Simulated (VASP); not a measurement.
Crystal: BRh3.

```
B Rh
1.0
     3.64814    0.00000    0.00000
     0.00000    3.64814    0.00000
     0.00000    0.00000    3.64814
B Rh
1 3
Direct
  0.00000 0.00000 0.00000
  0.00000 0.50000 0.50000
  0.50000 0.00000 0.50000
  0.50000 0.50000 0.00000
```

- Program: VASP 6.6.1
- Task: relaxation of cell and atoms
- Functional: PBE
- Potentials or basis: VASP PAW PBE potentials, release 64 (B, Rh_pv)
- Cutoff: 600 eV
- k mesh: 6 × 6 × 6
- Occupations: gaussian, width 0.1 eV
- Spin: no spin polarisation

At the start: pressure 8.3 GPa; volume 12.14 Å³/atom.

**Question.** How do energy, volume and symmetry change on relaxing?

**Answer.** Over 3 steps the energy falls by 9.4 meV/atom and the volume is 12.52 Å³/atom (+3.2 %); space group Pm-3m (No. 221, to 0.05 Å).

Step by step:
```tsv
step	energy change (eV)	largest force (eV/Å)	pressure (GPa)	volume (Å³)
1	0.0000	0.0000	8.29	48.55
2	0.0913	0.0000	-12.80	53.10
3	-0.0377	0.0000	-0.14	50.09
```

Final structure:
```cif
data_structure
_symmetry_space_group_name_H-M 'P 1'
_symmetry_Int_Tables_number 1
_cell_length_a 3.6862
_cell_length_b 3.6862
_cell_length_c 3.6862
_cell_angle_alpha 90.000
_cell_angle_beta 90.000
_cell_angle_gamma 90.000
_cell_volume 50.09
loop_
_atom_site_label
_atom_site_type_symbol
_atom_site_fract_x
_atom_site_fract_y
_atom_site_fract_z
_atom_site_occupancy
B1 B 0.00000 0.00000 0.00000 1
Rh1 Rh 0.00000 0.50000 0.50000 1
Rh2 Rh 0.50000 0.00000 0.50000 1
Rh3 Rh 0.50000 0.50000 0.00000 1
```
